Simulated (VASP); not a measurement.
# WSe2 (P6_3/mmc) in VASP: relaxation of cell and atoms with PBE

Aim: the relaxation of cell and atoms of WSe2 with PBE.

Program: VASP 6.6.1. These are calculated values, not measurements. Logs are shortened: lines on timing, memory, paths and dates and some standing lists are left out, and cuts for length are marked.

## (1) The cell of the first run

The structure is hexagonal, space group P6_3/mmc (No. 194). Conventional cell: a = 3.290 Å, b = 3.290 Å, c = 12.970 Å, α = 90.00°, β = 90.00°, γ = 120.00°. W (site symmetry -6m2) has 6 Se at 2.53 Å and 6 W at 3.29 Å within 3.3 Å. Se (site symmetry 3m) has 3 W at 2.53 Å and 7 Se at 3.29 to 3.35 Å within 3.4 Å.

## (2) Relaxation of cell and atoms, PBE

INCAR reads:

```
SYSTEM = WSe2
  PREC = Accurate
  ENCUT = 600
  EDIFF = 1E-7
  ISMEAR = 0
  SIGMA = 0.02
  LREAL = .FALSE.
  LASPH = .TRUE.
  NELM = 100
  ALGO = Normal
  ISIF = 3
  LWAVE = .FALSE.
  LCHARG = .FALSE.
  GGA = PE
  IBRION = 2
  NSW = 100
  EDIFFG = -0.005
```

KPOINTS reads:

```
Automatic mesh
0
G
  9 9 2
  0 0 0
```

POSCAR reads:

```
WSe2
1.0
    3.2899984505      0.0000000000      0.0000000000
   -1.6449992252      2.8492222365      0.0000000000
    0.0000000000      0.0000000000     12.9700000000
W Se
2 4
Direct
    0.3333333333      0.6666666667      0.2500000000
    0.6666666667      0.3333333333      0.7500000000
    0.3333333333      0.6666666667      0.6210000000
    0.6666666667      0.3333333333      0.1210000000
    0.3333333333      0.6666666667      0.8790000000
    0.6666666667      0.3333333333      0.3790000000
```

Potentials or basis: VASP PAW PBE potentials, release 64 (W_sv, Se).

On the command line:

```
cat potpaw_PBE.64/W_sv/POTCAR potpaw_PBE.64/Se/POTCAR > POTCAR
mpirun -np 1 vasp_std > vasp.out
```

OUTCAR:

```text
SYSTEM = WSe2
   PREC = Accurate
   ENCUT = 600
   EDIFF = 1E-7
   ISMEAR = 0
   LREAL = .FALSE.
   LASPH = .TRUE.
   NELM = 100
   ISIF = 3
   GGA = PE
   IBRION = 2
   NSW = 100
   EDIFFG = -0.005

 ion  position               nearest neighbor table
   1  0.333  0.667  0.250-   4 2.53   6 2.53   4 2.53   6 2.53   4 2.53   6 2.53
   2  0.667  0.333  0.750-   3 2.53   5 2.53   3 2.53   5 2.53   3 2.53   5 2.53
   3  0.333  0.667  0.621-   2 2.53   2 2.53   2 2.53
   4  0.667  0.333  0.121-   1 2.53   1 2.53   1 2.53
   5  0.333  0.667  0.879-   2 2.53   2 2.53   2 2.53
   6  0.667  0.333  0.379-   1 2.53   1 2.53   1 2.53

  LATTYP: Found a hexagonal cell.
 ALAT       =     3.2899984505
 C/A-ratio  =     3.9422510968

  Lattice vectors:

 A1 = (   3.2899984505,   0.0000000000,   0.0000000000)
 A2 = (  -1.6449992252,   2.8492222365,   0.0000000000)
 A3 = (   0.0000000000,   0.0000000000,  12.9700000000)

Analysis of symmetry for initial positions (statically):
=====================================================================
 Subroutine PRICEL returns:
 Original cell was already a primitive cell.

 Routine SETGRP: Setting up the symmetry group for a
 hexagonal supercell.

 Subroutine GETGRP returns: Found 24 space group operations
 (whereof 12 operations were pure point group operations)
 out of a pool of 24 trial point group operations.

The static configuration has the point symmetry D_3d.
 The point group associated with its full space group is D_6h.

Analysis of symmetry for dynamics (positions and initial velocities):
=====================================================================
 Subroutine PRICEL returns:
 Original cell was already a primitive cell.

 Routine SETGRP: Setting up the symmetry group for a
 hexagonal supercell.

 Subroutine GETGRP returns: Found 24 space group operations
 (whereof 12 operations were pure point group operations)
 out of a pool of 24 trial point group operations.

The dynamic configuration has the point symmetry D_3d.
 The point group associated with its full space group is D_6h.

 Subroutine INISYM returns: Found 24 space group operations
 (whereof 12 operations are pure point group operations),
 and found     1 'primitive' translations

----------------------------------------------------------------------------------------

                                     Primitive cell

  volume of cell :     121.5800

  direct lattice vectors                    reciprocal lattice vectors
     3.289998451  0.000000000  0.000000000     0.303951511  0.175486487  0.000000000
    -1.644999225  2.849222237  0.000000000     0.000000000  0.350972973  0.000000000
     0.000000000  0.000000000 12.970000000     0.000000000  0.000000000  0.077101002

  length of vectors
     3.289998451  3.289998450 12.970000000     0.350972973  0.350972973  0.077101002

  position of ions in fractional coordinates (direct lattice)
     0.333333333  0.666666667  0.250000000
     0.666666667  0.333333333  0.750000000
     0.333333333  0.666666667  0.621000000
     0.666666667  0.333333333  0.121000000
     0.333333333  0.666666667  0.879000000
     0.666666667  0.333333333  0.379000000

  ion indices of the primitive-cell ions
   primitive index   ion index
                 1           1
                 2           2
                 3           3
                 4           4
                 5           5
                 6           6

----------------------------------------------------------------------------------------

 KPOINTS: Automatic mesh

Automatic generation of k-mesh.
 Grid dimensions read from file:
 generate k-points for:    9    9    2

 Generating k-lattice:

  Cartesian coordinates                     Fractional coordinates (reciprocal lattice)
     0.033772390  0.019498499  0.000000000     0.111111111 -0.000000000  0.000000000
     0.000000000  0.038996997  0.000000000     0.000000000  0.111111111  0.000000000
     0.000000000  0.000000000  0.038550501     0.000000000  0.000000000  0.500000000

  Length of vectors
     0.038996997  0.038996997  0.038550501

  Shift w.r.t. Gamma in fractional coordinates (k-lattice)
     0.000000000  0.000000000  0.000000000

 Subroutine IBZKPT returns following result:
 ===========================================

 Found     24 irreducible k-points:

 Following reciprocal coordinates:
            Coordinates               Weight
  0.000000  0.000000  0.000000      1.000000
  0.111111  0.000000  0.000000      6.000000
  0.222222  0.000000  0.000000      6.000000
  0.333333  0.000000  0.000000      6.000000
  0.444444  0.000000  0.000000      6.000000
  0.111111  0.111111  0.000000      6.000000
[... 16 lines left out ...]
  0.333333  0.222222  0.500000     12.000000
  0.333333  0.333333  0.500000      2.000000
   k-points           NKPTS =     24   k-points in BZ     NKDIM =     24   number of bands    NBANDS=     31
   number of dos      NEDOS =    301   number of ions     NIONS =      6
   total plane-waves  NPLWV =  84672
   dimension x,y,z NGX =    28 NGY =   28 NGZ =  108
   dimension x,y,z NGXF=    56 NGYF=   56 NGZF=  216
   ions per type =               2   4
   NGX,Y,Z   is equivalent  to a cutoff of  14.15, 14.15, 13.84 a.u.
   NGXF,Y,Z  is equivalent  to a cutoff of  28.30, 28.30, 27.69 a.u.
 SYSTEM =  WSe2
   PREC   = accura    normal or accurate (medium, high low for compatibility)
   ISTART =      0    job   : 0-new  1-cont  2-samecut
   ICHARG =      2    charge: 1-file 2-atom 10-const
   ISPIN  =      1    spin polarized calculation?
   LNONCOLLINEAR =      F non collinear calculations
   LSORBIT =      F    spin-orbit coupling
   LASPH  =      T    aspherical Exc in radial PAW
   ENCUT  =  600.0 eV  44.10 Ry    6.64 a.u.   6.57  6.57 25.90*2*pi/ulx,y,z
   NELM   =    100;   NELMIN=  2; NELMDL= -5     # of ELM steps
   EDIFF  = 0.1E-06   stopping-criterion for ELM
   LREAL  =      F    real-space projection
   EDIFFG = -.5E-02   stopping-criterion for IOM
   NSW    =    100    number of steps for IOM
   IBRION =      2    ionic relax: 0-MD 1-quasi-New 2-CG
   NFREE  =      1    steps in history (QN), initial steepest desc. (CG)
   ISIF   =      3    stress and relaxation
   ISYM   =      2    0-nonsym 1-usesym 2-fastsym
   POTIM  = 0.5000    time-step for ionic-motion
   TEBEG  =    0.0;   TEEND  =   0.0 temperature during run
   PSTRESS=    0.0 pullay stress
   NELECT =      52.0000    total number of electrons
   NUPDOWN=      -1.0000    fix difference up-down
   EMIN   =  10.00;   EMAX   =-10.00  energy-range for DOS
   EFERMI =   0.00;   METHOD = LEGACY
   ISMEAR =     0;   SIGMA  =   0.02  broadening in eV -4-tet -1-fermi 0-gaus
   EFERMI_NEDOS =   21; number of points for ismear=-14 and -15
   IALGO  =     38    algorithm
   IMIX   =      4    mixing-type and parameters
     AMIX     =   0.40;   BMIX     =  1.00
     AMIX_MAG =   1.60;   BMIX_MAG =  1.00
  volume/ion in A,a.u.               =      20.26       136.74
  Fermi-wavevector in a.u.,A,eV,Ry     =   1.233451  2.330885 20.699927  1.521402
  Thomas-Fermi vector in A             =   2.368181
   LORBIT       =      0    0 simple, 1 ext, 2 COOP (PROOUT), +10 PAW based schemes
   GGA     = PE    functional components
   LHFCALC =     F    Hartree Fock is set to
   AEXX    =    0.0000 exact exchange contribution
   IVDW    =     0    specifies the selected vdW correction
   LEPSILON=     F    determine dielectric tensor
   LRPA    =     F    only Hartree local field effects (RPA)
 conjugate gradient relaxation of ions
 non-spin polarized calculation
 Gauss-broadening in eV      SIGMA  =   0.02
  energy-cutoff  :      600.00
  volume of cell :      121.58
 maximum number of plane-waves:      4120
 NGX is ok and might be reduce to    28
   NGX = 13   NGY = 13   NGZ = 51

--------------------------------------- Ionic step        1  -------------------------------------------

 number of electron      51.9999998 magnetization

 Free energy of the ion-electron system (eV)
  ---------------------------------------------------
  ext. energy  EPLUGINS =         0.00000000
  ---------------------------------------------------
  free energy    TOTEN  =       -43.12908022 eV

  energy without entropy =      -43.12908022  energy(sigma->0) =      -43.12908022

------------------------ aborting loop because EDIFF is reached ----------------------------------------

  FORCE on cell =-STRESS in cart. coord.  units (eV):
  Direction    XX          YY          ZZ          XY          YZ          ZX
  --------------------------------------------------------------------------------------
  -------------------------------------------------------------------------------------
  Total        2.7907772      2.7907772      3.6387662      0.0000000      0.0000000      0.0000000
  in kB       36.7767850     36.7767850     47.9515601      0.0000000      0.0000000      0.0000000
  external PRESSURE =      40.5017100 kB  Pullay stress =       0.0000000 kB
[... 101 lines left out ...]
  FREE ENERGIE OF THE ION-ELECTRON SYSTEM (eV)
  ---------------------------------------------------
  free  energy   TOTEN  =       -43.1687616422 eV

  energy  without entropy=      -43.1687616422  energy(sigma->0) =      -43.16876164

 E-fermi :   5.2862     XC(G=0): -10.1962

 val. band max:        5.1597590808   @ k =   0.0000   0.0000   0.0000
 cond. band min:       6.4759366516   @ k =   0.2222   0.1111   0.0000
 fundamental gap:      1.3161775708
 Fermi energy:         5.2862293804

 k-point     1 :       0.0000    0.0000    0.0000
  band No.  band energies     occupation
      1     -69.0593      2.00000
      2     -69.0593      2.00000
      3     -33.2733      2.00000
      4     -33.2733      2.00000
      5     -33.1746      2.00000
      6     -33.1746      2.00000
[... 805 lines left out ...]
     30       7.7971      0.00000
     31       8.4227      0.00000

[... ionic steps 4 to 13 ...]

--------------------------------------- Ionic step       14  -------------------------------------------

 number of electron      52.0000001 magnetization

------------------------ aborting loop because EDIFF is reached ----------------------------------------

  FORCE on cell =-STRESS in cart. coord.  units (eV):
  Direction    XX          YY          ZZ          XY          YZ          ZX
  --------------------------------------------------------------------------------------
  -------------------------------------------------------------------------------------
  Total       -0.0240880     -0.0240880      0.0434908     -0.0000000      0.0000000      0.0000000
  in kB       -0.2713112     -0.2713112      0.4898506     -0.0000000      0.0000000      0.0000000
  external PRESSURE =      -0.0175906 kB  Pullay stress =       0.0000000 kB
[... 65 lines left out ...]
  energy  without entropy=      -43.2534913287  energy(sigma->0) =      -43.25349133

--------------------------------------- Ionic step       16  -------------------------------------------

 number of electron      52.0000001 magnetization

 Free energy of the ion-electron system (eV)
  ---------------------------------------------------
  ext. energy  EPLUGINS =         0.00000000
  ---------------------------------------------------
  free energy    TOTEN  =       -43.25350706 eV

  energy without entropy =      -43.25350706  energy(sigma->0) =      -43.25350706

 E-fermi :   4.5893     XC(G=0):  -9.6950

 val. band max:        4.3897148866   @ k =   0.3333   0.3333   0.0000
 cond. band min:       5.8973687259   @ k =   0.2222   0.1111   0.0000
 fundamental gap:      1.5076538393
 Fermi energy:         4.5893257629

 k-point     1 :       0.0000    0.0000    0.0000
  band No.  band energies     occupation
      1     -69.7253      2.00000
      2     -69.7253      2.00000
      3     -33.9422      2.00000
      4     -33.9422      2.00000
      5     -33.8414      2.00000
      6     -33.8414      2.00000
[... 838 lines left out ...]
  FREE ENERGIE OF THE ION-ELECTRON SYSTEM (eV)
  ---------------------------------------------------
  free  energy   TOTEN  =       -43.2535070638 eV

  energy  without entropy=      -43.2535070638  energy(sigma->0) =      -43.25350706

 reached required accuracy - stopping structural energy minimisation
```

Run time: 29 min. Hardware: 1 thread of Intel Xeon Platinum 8375C at 2.90GHz (Ice Lake), shared host; peak memory 0.35 GiB.

What came out:

```
Free energy                           : -43.2535 eV
Relaxed volume                        : 23.70 Å³/atom
Relaxed cell                          : a = 3.322 Å, b = 3.322 Å, c = 14.877 Å, α = 90.00°, β = 90.00°, γ = 120.00°
Space group after relaxing (to 0.1 Å) : P6_3/mmc (No. 194)
Energy gained by relaxing             : 20.7 meV/atom
Ionic steps                           : 16
Pressure after relaxing               : 0.0 GPa
Band gap on the k mesh                : 1.51 eV (least direct gap 1.52 eV)
```

The path:
| step | energy change (eV) | largest force (eV/Å) | pressure (GPa) | volume (Å³) |
| --- | --- | --- | --- | --- |
| 1 | 0.0000 | 0.2172 | 4.05 | 121.58 |
| 2 | 0.1017 | 1.1120 | -6.06 | 130.82 |
| 3 | -0.0397 | 0.2806 | 0.16 | 124.68 |
| 4 | -0.0397 | 0.2711 | 0.23 | 124.62 |
| 5 | -0.0508 | 0.1953 | 0.13 | 125.54 |
| 6 | -0.0607 | 0.0272 | -0.05 | 127.58 |
| 7 | -0.0683 | 0.0333 | -0.10 | 128.10 |
| 8 | -0.0867 | 0.0505 | -0.19 | 129.67 |
| 9 | -0.1087 | 0.0766 | -0.19 | 132.78 |
| 10 | -0.1185 | 0.0764 | 0.36 | 138.86 |
| 11 | -0.1235 | 0.0628 | -0.49 | 143.25 |
| 12 | -0.1239 | 0.0651 | -0.32 | 142.31 |
| 13 | -0.1184 | 0.2294 | 1.07 | 142.05 |
| 14 | -0.1244 | 0.0015 | 0.00 | 142.25 |
| 15 | -0.1244 | 0.0002 | -0.01 | 142.25 |
| 16 | -0.1244 | 0.0012 | 0.03 | 142.22 |

Final structure:
```
W Se
1.0
     3.32249    0.00000    0.00000
    -1.66124    2.87736    0.00000
     0.00000    0.00000   14.87663
W Se
2 4
Direct
  0.33333 0.66667 0.25000
  0.66667 0.33333 0.75000
  0.33333 0.66667 0.63706
  0.66667 0.33333 0.13706
  0.33333 0.66667 0.86294
  0.66667 0.33333 0.36294
```

Levels at points of the mesh, in eV from the valence-band top:
| k point | band 22 | band 23 | band 24 | band 25 | band 26 | band 27 | band 28 | band 29 | band 30 | band 31 |
| --- | --- | --- | --- | --- | --- | --- | --- | --- | --- | --- |
| (0.00, 0.00, 0.00) | -1.26 | -1.26 | -1.26 | -0.60 | -0.06 | 2.86 | 2.86 | 2.86 | 2.86 | 3.01 |
| (0.00, 0.00, 0.50) | -1.26 | -1.26 | -1.26 | -0.26 | -0.26 | 2.86 | 2.86 | 2.86 | 2.86 | 3.03 |

Caveat: the volume moved by over 15 % at a fixed basis, so the end points are rough; spin-orbit coupling is left out, which moves the levels of the heavy elements; this functional lacks dispersion, which binds layers or chains, so the pressure and a relaxed spacing across them are unreliable.
